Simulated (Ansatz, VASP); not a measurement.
**One calculation of ScGaTeSe2, two programs**

```
Sc Ga Te Se
1.0
     5.45895    0.00000    0.00000
     0.00000    5.45895    0.00000
     0.00000    0.00000    5.12225
Sc Ga Te Se
1 1 1 2
Direct
  0.00000 0.00000 0.00000
  0.50000 0.50000 0.00000
  0.50000 0.50000 0.50000
  0.50000 0.00000 0.50000
  0.00000 0.50000 0.50000
```

Change from the starting cell: species swapped into the ErBPd2Rh type (P4/mmm, No. 123).

Alike in both runs: functional PBE; k mesh 4 × 4 × 4; occupations gaussian, width 0.1 eV; no spin polarisation.

Ansatz relaxed the structure, and its values are those at the end. VASP's run is a single point on that final structure, the one shown.

```csv
,VASP,Ansatz
version,VASP 6.6.1,Ansatz 0.2.0
potentials or method,"VASP PAW PBE potentials, release 64 (Sc_sv, Ga_d, Te, Se), cutoff 520 eV","scalar-relativistic, plane waves, PAW"
valence electrons in the cell,42,72
```

VASP gave:

* gap on the k mesh at the Fermi level (eV): none
* pressure (GPa): 0.1

Q: Which values does Ansatz return?

A: gap on the k mesh at the Fermi level (eV): none; pressure (GPa): 0.0.

A gap of «none» marks a metal or a gap that the smearing closes. With one functional, cell and mesh, what is left measures potentials, basis and numerics. VASP's potentials hold 42 valence electrons a cell and Ansatz's 72, so a difference there can come from the potentials and not from the codes.

Spin-orbit coupling is off throughout.
